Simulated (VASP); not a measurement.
Mo:

```
CELL_PARAMETERS angstrom
2.73551 0.00000 0.00000
-1.36776 2.36902 0.00000
0.00000 0.00000 2.55518
ATOMIC_POSITIONS crystal
Mo 0.00000 0.00000 0.50000
```

| Quantity | Value |
| --- | --- |
| Program | VASP 6.6.1 |
| Task | relaxation of cell and atoms |
| Functional | LDA |
| Potentials or basis | VASP PAW LDA potentials, release 64 (Mo_sv) |
| Cutoff | 600 eV |
| k mesh | 13 × 13 × 12 |
| Occupations | fermi-dirac, width 0.1 eV |
| Spin | no spin polarisation |

At the start: pressure -7.2 GPa; volume 16.56 Å³/atom.

Where does the relaxation end?

Over 9 steps the energy falls by 21.5 meV/atom and the volume is 16.00 Å³/atom (-3.4 %); space group P6/mmm (No. 191, to 0.05 Å).

The path:
| step | energy change (eV) | largest force (eV/Å) | pressure (GPa) | volume (Å³) |
| --- | --- | --- | --- | --- |
| 1 | 0.0000 | 0.0000 | -7.20 | 16.56 |
| 2 | 0.0490 | 0.0000 | 20.66 | 14.83 |
| 3 | -0.0181 | 0.0000 | 0.93 | 15.94 |
| 4 | -0.0181 | 0.0000 | 1.10 | 15.93 |
| 5 | -0.0213 | 0.0000 | -0.03 | 16.00 |
| 6 | -0.0215 | 0.0000 | 0.16 | 15.98 |
| 7 | -0.0215 | 0.0000 | 0.16 | 15.98 |
| 8 | -0.0215 | 0.0000 | -0.32 | 16.02 |
| 9 | -0.0215 | 0.0000 | 0.00 | 16.00 |

Final structure:
```
Mo
1.0
     2.73386    0.00000    0.00000
    -1.36693    2.36759    0.00000
     0.00000    0.00000    2.47131
Mo
1
Direct
  0.00000 0.00000 0.50000
```
